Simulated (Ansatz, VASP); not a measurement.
# One calculation of YbB2, two programs

File INCAR:

```
SYSTEM = YbB2
ALGO = Normal
EDIFF = 1E-6
ENCUT = 520
GGA = PE
ISIF = 2
ISMEAR = -1
ISPIN = 2
LASPH = .True.
LCHARG = .False.
LMAXMIX = 6
LORBIT = 11
LREAL = .False.
LWAVE = .False.
MAGMOM = 1 0 0
NBANDS = 26
NELM = 150
NUPDOWN = 1.0
PREC = Accurate
SIGMA = 0.05
```

Contents of KPOINTS:

```
k-points
0
Gamma
  8 8 6
  0 0 0
```

Contents of POSCAR:

```
YbB2
1.0
    3.2503000000      0.0000000000      0.0000000000
   -1.6251500000      2.8148423699      0.0000000000
    0.0000000000      0.0000000000      3.7315000000
Yb B
1 2
Direct
    0.0000000000      0.0000000000      0.0000000000
    0.6666666667      0.3333333333      0.5000000000
    0.3333333333      0.6666666667      0.5000000000
```

Contents of input.yaml:

```yaml
crystal:
  lattice:
    - [3.2503, 0.0, 0.0]
    - [-1.62515, 2.8148423699, 0.0]
    - [0.0, 0.0, 3.7315]
  atoms:
    - { symbol: Yb, position: [0.0, 0.0, 0.0], spin: 1.0 }
    - { symbol: B, position: [0.6666666667, 0.3333333333, 0.5] }
    - { symbol: B, position: [0.3333333333, 0.6666666667, 0.5] }
hamiltonian:
  xc: pbe
  pseudopotentials: { kind: paw }
magnetization:
  spin_polarized: true
  initial_magnetization: 1.0
  spin_locking: { lock_magnetization: hard }
kpoints:
  mp_grid: { grid: [8, 8, 6] }
scf:
  occupations: { method: fermi_dirac, width: 0.05 }
  lower_state_search: "off"
output:
  forces: true
  stress: true
  eigenvalues: true
```

Alike in both runs: task single point; functional PBE; k mesh 8 × 8 × 6; occupations fermi-dirac, width 0.05 eV; collinear spin; fixed moment 1 μB.

|  | VASP | Ansatz |
| --- | --- | --- |
| version | VASP 6.6.1 | Ansatz 0.2.0 |
| potentials or method | VASP PAW PBE potentials, release 64 (Yb, B) | Ansatz PAW |
| plane-wave cutoff (eV) | 520 | 420 |
| valence electrons in the cell | 30 | 30 |

Ansatz gave:

| Property | Result |
| --- | --- |
| pressure (GPa) | 1.5 |
| traceless stress, the component that is largest in VASP (GPa) | 5.28 |
| net moment per atom (μB) | 0.33 |
| size of the moment on the site where the two differ most (μB) | 0.60 |

**Question.** Estimate VASP's values.

**Answer.** Pressure (GPa): 2.2; traceless stress, the component that is largest in VASP (GPa): 5.44; net moment per atom (μB): 0.33; size of the moment on the site where the two differ most (μB): 0.65.

Site moments also hang on the region over which each program counts them. The functional is the same, so the differences come from potentials, cutoffs and numerics.

Neither program's run includes spin-orbit coupling.
